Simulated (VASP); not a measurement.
# GeBr5 (P-62m) in VASP: notebook, part 2 of 2

VASP 6.6.1. The steps go on from the part before.

## (5) Single point, PBE

This run uses another cell than the first one, of 40.46 Å³/atom.

File INCAR:

```
SYSTEM = GeBr5
ALGO = Fast ; EDIFF = 1E-6
ENCUT = 520 ; GGA = PE
ISIF = 2 ; ISMEAR = 0
LASPH = .True. ; LCHARG = .False.
LREAL = .False. ; LWAVE = .False.
NBANDS = 34 ; NELM = 60
PREC = Accurate ; SIGMA = 0.1
```

File KPOINTS:

```
k-points
0
Gamma
  6 6 10
  0 0 0
```

File POSCAR:

```
GeBr5
1.0
    9.3430265353      0.0000000000      0.0000000000
   -4.6715132677      8.0912983278      0.0000000000
    0.0000000000      0.0000000000      3.2110431679
Ge Br
1 5
Direct
    0.0000000000      0.0000000000      0.0000000000
    0.6666666667      0.3333333333      0.0000000000
    0.2164850490      0.0000000000      0.5000000000
    0.7835149510      0.7835149510      0.5000000000
    0.0000000000      0.2164850490      0.5000000000
    0.3333333333      0.6666666667      0.0000000000
```

Potentials or basis: VASP PAW PBE potentials, release 64 (Ge_d, Br).

Run with:

```
cat potpaw_PBE.64/Ge_d/POTCAR potpaw_PBE.64/Br/POTCAR > POTCAR
mpirun -np 1 vasp_std > vasp.out
```

OUTCAR:

```text
SYSTEM = GeBr5
   EDIFF = 1E-6
   ENCUT = 520
   GGA = PE
   ISIF = 2
   ISMEAR = 0
   LASPH = .True.
   LREAL = .False.
   NELM = 60
   PREC = Accurate

 ion  position               nearest neighbor table
   1  0.000  0.000  0.000-   4 2.58   4 2.58   3 2.58   3 2.58   5 2.58   5 2.58
   2  0.667  0.333  0.000-
   3  0.216  0.000  0.500-   1 2.58   1 2.58
   4  0.784  0.784  0.500-   1 2.58   1 2.58
   5  0.000  0.216  0.500-   1 2.58   1 2.58
   6  0.333  0.667  0.000-

  LATTYP: Found a hexagonal cell.
 ALAT       =     9.3430265353
 C/A-ratio  =     0.3436834045

  Lattice vectors:

 A1 = (   9.3430265353,   0.0000000000,   0.0000000000)
 A2 = (  -4.6715132677,   8.0912983278,   0.0000000000)
 A3 = (   0.0000000000,   0.0000000000,   3.2110431679)

Analysis of symmetry for initial positions (statically):
=====================================================================
 Subroutine PRICEL returns:
 Original cell was already a primitive cell.

 Routine SETGRP: Setting up the symmetry group for a
 hexagonal supercell.
[... 172 lines left out ...]
  ---------------------------------------------------
  free energy    TOTEN  =       -12.93499637 eV

  energy without entropy =      -12.89876940  energy(sigma->0) =      -12.91688289

 E-fermi :  -1.4257     XC(G=0):  -6.9352

 val. band max:       -1.4271480960   @ k =   0.1667   0.0000   0.5000
 cond. band min:      -1.4219820655   @ k =   0.3333   0.3333   0.5000
 fundamental gap:      0.0051660305
 Fermi energy:        -1.4256917528

 k-point     1 :       0.0000    0.0000    0.0000
  band No.  band energies     occupation
      1     -26.4799      2.00000
      2     -26.4799      2.00000
      3     -26.4798      2.00000
      4     -26.4576      2.00000
      5     -26.4576      2.00000
      6     -17.0871      2.00000
[... 877 lines left out ...]
     33       7.2661      0.00000
     34       7.8298      0.00000

 [... further k-points ...]
[... 5 lines left out ...]
  --------------------------------------------------------------------------------------
  -------------------------------------------------------------------------------------
  Total        0.0819677      0.0819677      0.0139817     -0.0000000     -0.0000000      0.0000000
  in kB        0.5410052      0.5410052      0.0922823     -0.0000000     -0.0000000      0.0000000
  external PRESSURE =       0.3914309 kB  Pullay stress =       0.0000000 kB

 VOLUME and BASIS-vectors are now :
 -----------------------------------------------------------------------------
  energy-cutoff  :      520.00
  volume of cell :      242.75
      direct lattice vectors                 reciprocal lattice vectors
     9.343026535  0.000000000  0.000000000     0.107031699  0.061794780  0.000000000
    -4.671513268  8.091298328  0.000000000     0.000000000  0.123589560  0.000000000
     0.000000000  0.000000000  3.211043168     0.000000000  0.000000000  0.311425275

 POSITION                                       TOTAL-FORCE (eV/Angst)
 -----------------------------------------------------------------------------------
      0.00000      0.00000      0.00000         0.000000      0.000000      0.000000
      4.67151      2.69710      0.00000         0.000000      0.000000      0.000000
      2.02263      0.00000      1.60552         0.007838      0.000000     -0.000000
      3.66020      6.33965      1.60552        -0.003919     -0.006788      0.000000
     -1.01131      1.75165      1.60552        -0.003919      0.006788     -0.000000
     -0.00000      5.39420      0.00000         0.000000      0.000000      0.000000
 -----------------------------------------------------------------------------------
    total drift:                               -0.000001     -0.000001      0.000000

  FREE ENERGIE OF THE ION-ELECTRON SYSTEM (eV)
  ---------------------------------------------------
  free  energy   TOTEN  =       -12.9349963712 eV

  energy  without entropy=      -12.8987694009  energy(sigma->0) =      -12.91688289
```

Wall time 9.9 min (1 thread of Oxide Virtual Turin-like, shared host); peak memory 0.46 GiB.

What came out:

```
Free energy            : -12.9350 eV
Pressure               : 0.0 GPa
Largest force          : 0.008 eV/Å
Band gap on the k mesh : zero (an odd number of electrons rules out a gap without spin polarisation)
```

Forces in eV/Å, atoms in the order of the input:
```
Ge   0.000  0.000  0.000
Br   0.000  0.000  0.000
Br   0.008  0.000  0.000
Br  -0.004 -0.007  0.000
Br  -0.004  0.007  0.000
Br   0.000  0.000  0.000
```

Caveat: an odd number of electrons without spin polarisation forces a metal; a magnetic or distorted state may lie lower.

## (6) Single point, PBE

This run uses another cell than the first one, of 42.59 Å³/atom.

File INCAR:

```
SYSTEM = GeBr5
PREC     = Accurate       ! precision mode
ENCUT    = 520            ! plane-wave cutoff, eV
EDIFF    = 1E-6           ! SCF threshold, eV
ISMEAR   = 0              ! smearing method
SIGMA    = 0.1            ! smearing width, eV
LREAL    = .False.        ! projectors in reciprocal space
LASPH    = .True.         ! aspherical terms in the spheres
NELM     = 60             ! most SCF steps
ALGO     = Fast           ! electronic algorithm
ISIF     = 2              ! what is computed and relaxed
LWAVE    = .False.        ! write WAVECAR
LCHARG   = .True.         ! write CHGCAR
GGA      = PE             ! functional
LELF     = .True.         ! ELF
LVHAR    = .True.       
NBANDS   = 34             ! bands
```

File KPOINTS:

```
Automatic mesh
0
Gamma
  6 6 12
  0 0 0
```

File POSCAR:

```
GeBr5
1.0
    9.6665076586      0.0000000000      0.0000000000
   -4.8332538293      8.3714411982      0.0000000000
    0.0000000000      0.0000000000      3.1581241575
Ge Br
1 5
Direct
    0.0000000000      0.0000000000      0.0000000000
    0.6666666667      0.3333333333      0.0000000000
    0.2136493233      0.0000000000      0.5000000000
    0.7863506767      0.7863506767      0.5000000000
    0.0000000000      0.2136493233      0.5000000000
    0.3333333333      0.6666666667      0.0000000000
```

Potentials or basis: VASP PAW PBE potentials, release 64 (Ge_d, Br).

Run with:

```
cat potpaw_PBE.64/Ge_d/POTCAR potpaw_PBE.64/Br/POTCAR > POTCAR
mpirun -np 1 vasp_std > vasp.out
```

It took 10 min on 1 thread of Oxide Virtual Turin-like, shared host; peak memory 0.53 GiB.

Results (log left out):

```
Free energy            : -12.9125 eV
Pressure               : 0.0 GPa
Largest force          : 0.007 eV/Å
Band gap on the k mesh : zero (an odd number of electrons rules out a gap without spin polarisation)
```

Forces in eV/Å, atoms in the order of the input:
```
Ge   0.000  0.000  0.000
Br   0.000  0.000  0.000
Br   0.007  0.000  0.000
Br  -0.003 -0.006  0.000
Br  -0.003  0.006  0.000
Br   0.000  0.000  0.000
```

Levels at points of the mesh, in eV from the Fermi level:
```csv
k point,band 23,band 24,band 25,band 26,band 27,band 28
"(0.00, 0.00, 0.00)",0.00,0.60,1.35,1.36,4.49,4.49
"(0.50, 0.00, 0.00)",0.00,0.72,1.36,1.36,4.37,4.41
"(0.00, 0.00, 0.50)",-0.12,-0.12,-0.05,-0.05,3.15,3.15
"(0.50, 0.00, 0.50)",-0.11,-0.07,-0.05,-0.04,3.11,3.13
```

Caveat: an odd number of electrons without spin polarisation forces a metal; a magnetic or distorted state may lie lower.

## (7) The runs side by side

| task | cell | k mesh | cutoff (eV) | gap on the mesh (eV) | pressure (GPa) | largest force (eV/Å) |
| --- | --- | --- | --- | --- | --- | --- |
| single point | a = 7.208, b = 7.208, c = 3.969 Å, angles 90.0, 90.0, 120.0°, 6 atoms, atomic positions A | 3 × 3 × 4 | 520 | none | 0.1 | - |
| single point | a = 6.535, b = 6.535, c = 6.030 Å, angles 90.0, 90.0, 120.0°, 6 atoms, atomic positions B | 3 × 3 × 4 | 520 | none | -4.7 | 0.39 |
| relaxation of cell and atoms | relaxed from a = 6.535, b = 6.535, c = 6.030 Å, angles 90.0, 90.0, 120.0°, 6 atoms, atomic positions B | 3 × 3 × 4 | 600 | none | 0.1 | 0.03 |
| single point | a = 9.343, b = 9.343, c = 3.211 Å, angles 90.0, 90.0, 120.0°, 6 atoms, atomic positions C | 6 × 6 × 10 | 520 | none | 0.0 | 0.01 |
| single point | a = 9.667, b = 9.667, c = 3.158 Å, angles 90.0, 90.0, 120.0°, 6 atoms, atomic positions D | 6 × 6 × 12 | 520 | none | 0.0 | 0.01 |

Alike in all rows: level PBE; potentials or basis VASP PAW PBE potentials, release 64 (Ge_d, Br); no spin polarisation; smearing gaussian 0.1 eV.

Caveats: some runs use coarse meshes; an odd number of electrons without spin polarisation forces a metal; a magnetic or distorted state may lie lower; a cell axis changed by over 15 % at a fixed basis, so the end point is rough (at least some runs).

Total energies depend on the potentials used, so only differences within one code and one set of settings carry meaning.

The gap in the log of VASP goes by the Fermi energy; the results here count the filled bands.